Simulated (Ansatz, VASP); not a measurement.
Given: the input of a run of Ansatz 0.2.0 on NaH.

File input.yaml:

```yaml
crystal:
  lattice:
    - [0.0, 2.4070229845, 2.4070229845]
    - [2.4070229845, 0.0, 2.4070229845]
    - [2.4070229845, 2.4070229845, 0.0]
  atoms:
    - { symbol: Na, position: [0.0, 0.0, 0.0] }
    - { symbol: H, position: [0.5, 0.5, 0.5] }
kpoints:
  mp_grid: { grid: [9, 9, 9] }
scf:
  occupations: { method: fermi_dirac, width: 0.05 }
hamiltonian:
  xc: pbesol
  pseudopotentials: { kind: all_electron, lapw: { basis_error: 0.0005 } }
output:
  forces: true
  stress: true
  eigenvalues: true
```

Potentials or basis: all-electron LAPW, scalar-relativistic.

Run with:

```sh
$ ansatz run input.yaml --threads 1 --pin off --max-ram 3072MiB --backend cpu --events-out ev --progress --plain --runs-dir out
```

Q: Set up the same calculation for VASP 6.6.1. Potentials there: VASP PAW PBE potentials, release 64 (Na_pv, H).

A: As run (the cutoff follows the program's own potentials):

INCAR

```
PREC     = Accurate       # precision mode
ENCUT    = 520            # plane-wave cutoff, eV
EDIFF    = 1E-6           # SCF threshold, eV
ISMEAR   = -1             # smearing method
SIGMA    = 0.05           # smearing width, eV
LREAL    = False          # projectors in reciprocal space
LASPH    = True           # aspherical terms in the spheres
NELM     = 60             # most SCF steps
ALGO     = Normal         # electronic algorithm
ISIF     = 2              # what is computed and relaxed
LWAVE    = False          # write WAVECAR
LCHARG   = False          # write CHGCAR
GGA      = PS             # functional
NBANDS   = 11             # bands
```

KPOINTS

```
regular mesh
0
Gamma
  9 9 9
```

The input POSCAR:

```
NaH
1.0
    0.0000000000      2.4070229845      2.4070229845
    2.4070229845      0.0000000000      2.4070229845
    2.4070229845      2.4070229845      0.0000000000
Na H
1 1
Direct
    0.0000000000      0.0000000000      0.0000000000
    0.5000000000      0.5000000000      0.5000000000
```

Potentials or basis: VASP PAW PBE potentials, release 64 (Na_pv, H).

The run is started by

```bash
$ cat potpaw_PBE.64/Na_pv/POTCAR potpaw_PBE.64/H/POTCAR > POTCAR
$ mpirun -np 1 vasp_std > vasp.out
```

Both were run:

|  | VASP | Ansatz | Ansatz less VASP |
| --- | --- | --- | --- |
| gap on the k mesh at the Fermi level (eV) | 3.89 | 3.89 | +0.002 |
| least direct gap on the mesh (eV) | 4.63 | 4.64 | +0.002 |
| pressure (GPa) | -0.3 | -0.3 | +0.02 |

VASP's potentials were made for PBE, not for PBEsol. Ansatz ran all-electron here, and VASP with PAW potentials.
